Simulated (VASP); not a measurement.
Here is a VASP 6.6.1 calculation.

Contents of INCAR:

```
ALGO = Normal
EDIFF = 1E-6
ENCUT = 520
ISIF = 2
ISMEAR = -1
LASPH = True
LCHARG = False
LREAL = False
LWAVE = False
NBANDS = 14
NELM = 60
PREC = Accurate
SIGMA = 0.1
```

The input KPOINTS:

```
k-points
0
Gamma
  11 11 11
```

The input POSCAR:

```
Re
1.0
    0.0000000000      2.7432576005      2.7432576005
    2.7432576005      0.0000000000      2.7432576005
    2.7432576005      2.7432576005      0.0000000000
Re
2
Direct
    0.1250000000      0.1250000000      0.1250000000
    0.8750000000      0.8750000000      0.8750000000
```

Potentials or basis: VASP PAW LDA potentials, release 64 (Re).

Run with:

```console
$ cat potpaw_LDA.64/Re/POTCAR > POTCAR
$ mpirun -np 1 vasp_std > vasp.out
```

Q: What does it give for the pressure?

A: 6.9 GPa.

Q: Predict the band gap on the k mesh.

A: Zero (bands 7 and 8 overlap by 1.21 eV).

Caveat: the cell stands under pressure; spin-orbit coupling is left out, which moves the levels of the heavy elements.
